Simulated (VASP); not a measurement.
A run of VASP 6.6.1:

Contents of POSCAR:

```
YCu
1.0
    3.4581153900      0.0000000000      0.0000000000
    0.0000000000      3.4581153900      0.0000000000
    0.0000000000      0.0000000000      3.4581153900
Y Cu
1 1
Direct
    0.0000000000      0.0000000000      0.0000000000
    0.5000000000      0.5000000000      0.5000000000
```

Contents of INCAR.step1:

```
  PREC = Accurate
  ENCUT = 600
  ISMEAR = -1
  SIGMA = 0.1
  LREAL = F
  LASPH = T
  NELM = 60
  GGA = PE
  ALGO = Normal
  EDIFF = 1E-4
  LWAVE = T
  LCHARG = F
```

The input INCAR.step2:

```
  PREC = Accurate
  ENCUT = 600
  EDIFF = 1E-6
  ISMEAR = -1
  SIGMA = 0.1
  LREAL = F
  LASPH = T
  NELM = 60
  ALGO = Normal
  ISIF = 3
  LWAVE = F
  LCHARG = F
  METAGGA = R2SCAN
  LMIXTAU = T
  IBRION = 2
  NSW = 100
  EDIFFG = -0.002
  ISTART = 1
```

The input KPOINTS:

```
regular mesh
0
Gamma
  12 12 12
```

Potentials or basis: VASP PAW PBE potentials, release 64 (Y_sv, Cu).

Run with:

```console
$ cat potpaw_PBE.64/Y_sv/POTCAR potpaw_PBE.64/Cu/POTCAR > POTCAR
$ cp INCAR.step1 INCAR
$ mpirun -np 1 vasp_std > vasp.out
$ cp INCAR.step2 INCAR
$ mpirun -np 1 vasp_std > vasp.out
```

Hardware: 1 thread of Intel(R) Xeon(R) Platinum 8488C (Sapphire Rapids), on a shared host.

Estimate the wall time of this run.

It took 9.3 min on 1 thread of Intel(R) Xeon(R) Platinum 8488C (Sapphire Rapids), on a shared host, peak memory 0.24 GiB. Counts: k points 84, ion steps 5.
